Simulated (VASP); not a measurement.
# TlBr (Pm-3m) in VASP: further runs

TlBr is run at these levels: r2SCAN; tasks: single point.

All numbers are computed with VASP 6.6.1; they aren't measurements. Logs are shortened: lines on timing, memory, paths and dates and some standing lists are left out, and cuts for length are marked.

## Step 1: The cell of the first run

Symmetry: Pm-3m, No. 221, cubic system. The conventional cell has a = 3.764 Å, b = 3.764 Å, c = 3.764 Å, α = 90.00°, β = 90.00°, γ = 90.00°. Tl (site symmetry m-3m) has 8 Br at 3.26 Å and 6 Tl at 3.76 Å within 4.3 Å. Within 4.3 Å of Br (site symmetry m-3m) lie 8 Tl at 3.26 Å and 6 Br at 3.76 Å.

## Step 2: Single point, r2SCAN

Contents of POSCAR:

```
TlBr
1.0
    3.7638330401      0.0000000000      0.0000000000
    0.0000000000      3.7638330401      0.0000000000
    0.0000000000      0.0000000000      3.7638330401
Tl Br
1 1
Direct
    0.0000000000      0.0000000000      0.0000000000
    0.5000000000      0.5000000000      0.5000000000
```

Contents of INCAR.step1:

```
ALGO = Normal
EDIFF = 1E-5
ENCUT = 550
GGA = PE
GGA_COMPAT = F
ISMEAR = 0
LASPH = T
LCHARG = F
LREAL = F
LWAVE = T
NBANDS = 17
NELM = 120
PREC = Accurate
SIGMA = 0.01
```

Contents of INCAR.step2:

```
ALGO = Normal
EDIFF = 1E-6
ENCUT = 550
GGA_COMPAT = F
ISIF = 2
ISMEAR = 0
ISTART = 1
LASPH = T
LCHARG = F
LMIXTAU = T
LREAL = F
LWAVE = F
METAGGA = R2SCAN
NBANDS = 17
NELM = 120
PREC = Accurate
SIGMA = 0.01
```

Contents of KPOINTS:

```
k-points
0
Gamma
  6 6 6
```

Potentials or basis: VASP PAW PBE potentials, release 64 (Tl_d, Br).

On the command line:

```
$ cat potpaw_PBE.64/Tl_d/POTCAR potpaw_PBE.64/Br/POTCAR > POTCAR
$ cp INCAR.step1 INCAR
$ mpirun -np 1 vasp_std > vasp.out
$ cp INCAR.step2 INCAR
$ mpirun -np 1 vasp_std > vasp.out
```

OUTCAR:

```text
EDIFF = 1E-6
   ENCUT = 550
   ISIF = 2
   ISMEAR = 0
   ISTART = 1
   LASPH = T
   LREAL = F
   METAGGA = R2SCAN
   NELM = 120
   PREC = Accurate

 ion  position               nearest neighbor table
   1  0.000  0.000  0.000-   2 3.26   2 3.26   2 3.26   2 3.26   2 3.26   2 3.26   2 3.26   2 3.26

   2  0.500  0.500  0.500-   1 3.26   1 3.26   1 3.26   1 3.26   1 3.26   1 3.26   1 3.26   1 3.26

  LATTYP: Found a simple cubic cell.
 ALAT       =     3.7638330401

  Lattice vectors:

 A1 = (   3.7638330401,   0.0000000000,   0.0000000000)
 A2 = (   0.0000000000,   3.7638330401,   0.0000000000)
 A3 = (   0.0000000000,   0.0000000000,   3.7638330401)

Analysis of symmetry for initial positions (statically):
=====================================================================
 Subroutine PRICEL returns:
 Original cell was already a primitive cell.

 Routine SETGRP: Setting up the symmetry group for a
 simple cubic supercell.

 Subroutine GETGRP returns: Found 48 space group operations
 (whereof 48 operations were pure point group operations)
 out of a pool of 48 trial point group operations.

The static configuration has the point symmetry O_h .

Analysis of symmetry for dynamics (positions and initial velocities):
=====================================================================
 Subroutine PRICEL returns:
 Original cell was already a primitive cell.

 Routine SETGRP: Setting up the symmetry group for a
 simple cubic supercell.

 Subroutine GETGRP returns: Found 48 space group operations
 (whereof 48 operations were pure point group operations)
 out of a pool of 48 trial point group operations.

The dynamic configuration has the point symmetry O_h .

 Subroutine INISYM returns: Found 48 space group operations
 (whereof 48 operations are pure point group operations),
 and found     1 'primitive' translations

----------------------------------------------------------------------------------------

                                     Primitive cell

  volume of cell :      53.3201

  direct lattice vectors                    reciprocal lattice vectors
     3.763833040  0.000000000  0.000000000     0.265686599  0.000000000  0.000000000
     0.000000000  3.763833040  0.000000000     0.000000000  0.265686599  0.000000000
     0.000000000  0.000000000  3.763833040     0.000000000  0.000000000  0.265686599

  length of vectors
[... 74 lines left out ...]
   LASPH  =      T    aspherical Exc in radial PAW
   ENCUT  =  550.0 eV  40.42 Ry    6.36 a.u.   7.20  7.20  7.20*2*pi/ulx,y,z
   NELM   =    120;   NELMIN=  2; NELMDL=  0     # of ELM steps
   EDIFF  = 0.1E-05   stopping-criterion for ELM
   LREAL  =      F    real-space projection
   EDIFFG = 0.1E-04   stopping-criterion for IOM
   NSW    =      0    number of steps for IOM
   IBRION =     -1    ionic relax: 0-MD 1-quasi-New 2-CG
   NFREE  =      0    steps in history (QN), initial steepest desc. (CG)
   ISIF   =      2    stress and relaxation
   ISYM   =      2    0-nonsym 1-usesym 2-fastsym
   POTIM  = 0.5000    time-step for ionic-motion
   TEBEG  =    0.0;   TEEND  =   0.0 temperature during run
   PSTRESS=    0.0 pullay stress
   NELECT =      20.0000    total number of electrons
   NUPDOWN=      -1.0000    fix difference up-down
   EMIN   =  10.00;   EMAX   =-10.00  energy-range for DOS
   EFERMI =   0.00;   METHOD = LEGACY
   ISMEAR =     0;   SIGMA  =   0.01  broadening in eV -4-tet -1-fermi 0-gaus
   EFERMI_NEDOS =   21; number of points for ismear=-14 and -15
   IALGO  =     38    algorithm
   IMIX   =      4    mixing-type and parameters
     AMIX     =   0.40;   BMIX     =  1.00
     AMIX_MAG =   1.60;   BMIX_MAG =  1.00
  volume/ion in A,a.u.               =      26.66       179.91
  Fermi-wavevector in a.u.,A,eV,Ry     =   1.180650  2.231105 18.965627  1.393934
  Thomas-Fermi vector in A             =   2.316938
   LORBIT       =      0    0 simple, 1 ext, 2 COOP (PROOUT), +10 PAW based schemes
   METAGGA = R2SCAN    functional components
   LHFCALC =     F    Hartree Fock is set to
   AEXX    =    0.0000 exact exchange contribution
   IVDW    =     0    specifies the selected vdW correction
   LEPSILON=     F    determine dielectric tensor
   LRPA    =     F    only Hartree local field effects (RPA)
 non-spin polarized calculation
 Gauss-broadening in eV      SIGMA  =   0.01
  energy-cutoff  :      550.00
  volume of cell :       53.32
 maximum number of plane-waves:      1596
 NGX is ok and might be reduce to    30
   NGX = 15   NGY = 15   NGZ = 15

 number of electron      20.0000000 magnetization

 Free energy of the ion-electron system (eV)
  ---------------------------------------------------
  ext. energy  EPLUGINS =         0.00000000
  ---------------------------------------------------
  free energy    TOTEN  =       -68.18817935 eV

  energy without entropy =      -68.18817935  energy(sigma->0) =      -68.18817935

 E-fermi :   4.2239     XC(G=0): -10.2875

 val. band max:        4.1672835523   @ k =   0.5000   0.0000   0.0000
 cond. band min:       5.8278804948   @ k =   0.5000   0.5000   0.5000
 fundamental gap:      1.6605969425
 Fermi energy:         4.2239125185

 k-point     1 :       0.0000    0.0000    0.0000
  band No.  band energies     occupation
      1     -11.3031      2.00000
      2      -6.8389      2.00000
      3      -6.8389      2.00000
      4      -6.5478      2.00000
      5      -6.5478      2.00000
      6      -6.5478      2.00000
[... 377 lines left out ...]
      4      -6.8073      2.00000
      5      -6.4525      2.00000
      6      -6.4525      2.00000
[... 9 lines left out ...]
     16      18.9927      0.00000
     17      22.0764      0.00000

------------------------ aborting loop because EDIFF is reached ----------------------------------------

  FORCE on cell =-STRESS in cart. coord.  units (eV):
  Direction    XX          YY          ZZ          XY          YZ          ZX
  --------------------------------------------------------------------------------------
  -------------------------------------------------------------------------------------
  Total        2.3182374      2.3182374      2.3182374      0.0000000     -0.0000000     -0.0000000
  in kB       69.6590313     69.6590313     69.6590313      0.0000000     -0.0000000     -0.0000000
  external PRESSURE =      69.6590313 kB  Pullay stress =       0.0000000 kB

 VOLUME and BASIS-vectors are now :
 -----------------------------------------------------------------------------
  energy-cutoff  :      550.00
  volume of cell :       53.32
      direct lattice vectors                 reciprocal lattice vectors
     3.763833040  0.000000000  0.000000000     0.265686599  0.000000000  0.000000000
     0.000000000  3.763833040  0.000000000     0.000000000  0.265686599  0.000000000
     0.000000000  0.000000000  3.763833040     0.000000000  0.000000000  0.265686599

 POSITION                                       TOTAL-FORCE (eV/Angst)
 -----------------------------------------------------------------------------------
      0.00000      0.00000      0.00000         0.000000      0.000000      0.000000
      1.88192      1.88192      1.88192         0.000000      0.000000      0.000000
 -----------------------------------------------------------------------------------
    total drift:                                0.000000     -0.000000     -0.000000

  FREE ENERGIE OF THE ION-ELECTRON SYSTEM (eV)
  ---------------------------------------------------
  free  energy   TOTEN  =       -68.1881793525 eV

  energy  without entropy=      -68.1881793525  energy(sigma->0) =      -68.18817935
```

OUTCAR.step1:

```text
EDIFF = 1E-5
   ENCUT = 550
   GGA = PE
   ISMEAR = 0
   LASPH = T
[... 615 lines left out ...]
 -----------------------------------------------------------------------------------
      0.00000      0.00000      0.00000         0.000000      0.000000      0.000000
      1.88192      1.88192      1.88192         0.000000      0.000000      0.000000
 -----------------------------------------------------------------------------------
    total drift:                                0.000000     -0.000000     -0.000000

  FREE ENERGIE OF THE ION-ELECTRON SYSTEM (eV)
  ---------------------------------------------------
  free  energy   TOTEN  =        -5.2886593753 eV

  energy  without entropy=       -5.2886593753  energy(sigma->0) =       -5.28865938
```

Run time: 57 s. Hardware: 1 thread of Intel Xeon 6975P-C (Granite Rapids), shared host; peak memory 0.17 GiB.

What came out:

```yaml
Free_energy: -68.1882 eV
Pressure: 7.0 GPa
Band_gap_on_the_k_mesh: 1.66 eV, indirect (least direct gap 1.80 eV)
```

Caveat: the PAW data sets were made with another functional, which shifts forces and pressure a little; spin-orbit coupling is left out, which moves the levels of the heavy elements.

(Continued in part 2 of 3.)
